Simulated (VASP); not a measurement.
Set up this calculation in VASP 6.6.1, as the native input.

```yaml
Task: single point
Functional: PBE
Potentials_or_basis: VASP PAW PBE potentials, release 64 (Co, Si, Ru_pv)
Cutoff: 520 eV
k_mesh: 8 × 8 × 12
Occupations: gaussian, width 0.1 eV
Spin: collinear spin, ferromagnetic start
Starting_moments: "[0.52, 0.0, 0.0, 0.0, 0.0, 0.0, 0.0, 0.0] μB"
Dipole_correction: no
Further_INCAR_settings: ALGO = Normal; EDIFF = 1e-07; NBANDS = 48
```

The structure of CoSi4Ru3 lies in POSCAR:

```
CoSi4Ru3
1.0
    5.7951860685      0.0000000000      0.0000000000
    0.0000000000      5.7951860685      0.0000000000
    0.0000000000      0.0000000000      2.9240508477
Co Si Ru
1 4 3
Direct
    0.5000000000      0.5000000000      0.0000000000
    0.7446370617      0.7446370617      0.5000000000
    0.7446370617      0.2553629383      0.5000000000
    0.2553629383      0.7446370617      0.5000000000
    0.2553629383      0.2553629383      0.5000000000
    0.0000000000      0.0000000000      0.0000000000
    0.0000000000      0.5000000000      0.0000000000
    0.5000000000      0.0000000000      0.0000000000
```

The input as run:

INCAR

```
SYSTEM = CoSi4Ru3
PREC = Accurate ; ENCUT = 520
EDIFF = 1E-7 ; ISMEAR = 0
SIGMA = 0.1 ; LREAL = .False.
LASPH = .True. ; NELM = 150
ALGO = Normal ; ISIF = 2
LWAVE = .False. ; LCHARG = .True.
ISPIN = 2 ; MAGMOM = 0.52 0 0 0 0 0 0 0
LORBIT = 11 ; LMAXMIX = 4
GGA = PE ; LVHAR = .True.
NBANDS = 48 ; KPAR = 4
```

KPOINTS

```
Automatic mesh
0
Gamma
  8 8 12
  0 0 0
```

Potentials or basis: VASP PAW PBE potentials, release 64 (Co, Si, Ru_pv).

The run is started by

```console
$ cat potpaw_PBE.64/Co/POTCAR potpaw_PBE.64/Si/POTCAR potpaw_PBE.64/Ru_pv/POTCAR > POTCAR
$ mpirun -np 4 vasp_std > vasp.out
```

Results of the run:

The pressure is -0.3 GPa. The largest force is 0.062 eV/Å, the net moment is 0.00 μB per cell and the valence electrons inside the program's atomic spheres are Co 8.44; Si 1.56; Ru 12.84, 12.89 (each value once).

Caveat: the moments typed at the start vanished in this run.

It took 6.7 min on 4 MPI ranks on Intel(R) Xeon(R) Platinum 8259CL CPU @ 2.50GHz (Skylake/Cascade Lake), with other jobs on the host, peak memory 0.78 GiB a rank.
